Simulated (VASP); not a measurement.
Input of a VASP 6.6.1 run:

Contents of POSCAR:

```
Ti
1.0
    2.9500000000      0.0000000000      0.0000000000
   -1.4750000000      2.5547750000      0.0000000000
    0.0000000000      0.0000000000      4.6800000000
Ti
2
Direct
    0.3333333333      0.6666666667      0.2500000000
    0.6666666667      0.3333333333      0.7500000000
```

The input INCAR.step1:

```
SYSTEM = Ti
PREC = Accurate
ENCUT = 520
ISMEAR = 1
SIGMA = 0.025
LREAL = .FALSE.
LASPH = .TRUE.
NELM = 100
NBANDS = 19
GGA = PE
ALGO = Normal
EDIFF = 1E-4
LWAVE = .TRUE.
LCHARG = .FALSE.
```

Contents of INCAR.step2:

```
SYSTEM = Ti
PREC = Accurate
ENCUT = 520
EDIFF = 1E-6
ISMEAR = 1
SIGMA = 0.025
LREAL = .FALSE.
LASPH = .TRUE.
NELM = 100
ALGO = Normal
ISIF = 2
LWAVE = .FALSE.
LCHARG = .TRUE.
METAGGA = R2SCAN
LMIXTAU = .TRUE.
LELF = .TRUE.
LVHAR = .TRUE.
NBANDS = 19
ISTART = 1
```

KPOINTS

```
regular mesh
0
G
  13 13 7
  0 0 0
```

Potentials or basis: VASP PAW PBE potentials, release 64 (Ti_sv).

Launch:

```sh
$ cat potpaw_PBE.64/Ti_sv/POTCAR > POTCAR
$ cp INCAR.step1 INCAR
$ mpirun -np 1 vasp_std > vasp.out
$ cp INCAR.step2 INCAR
$ mpirun -np 1 vasp_std > vasp.out
```

Q: Estimate the band gap on the k mesh.

A: Zero (band 12 reaches 9.10 eV, above the bottom of band 13 at 7.86 eV).

Q: Estimate the pressure.

A: -1.8 GPa.

Stress tensor (GPa, compression positive):
```
-1.66  0.00  0.00
 0.00 -1.66  0.00
 0.00  0.00 -1.96
```

Caveat: the PAW data sets were made with another functional, which shifts forces and pressure a little.
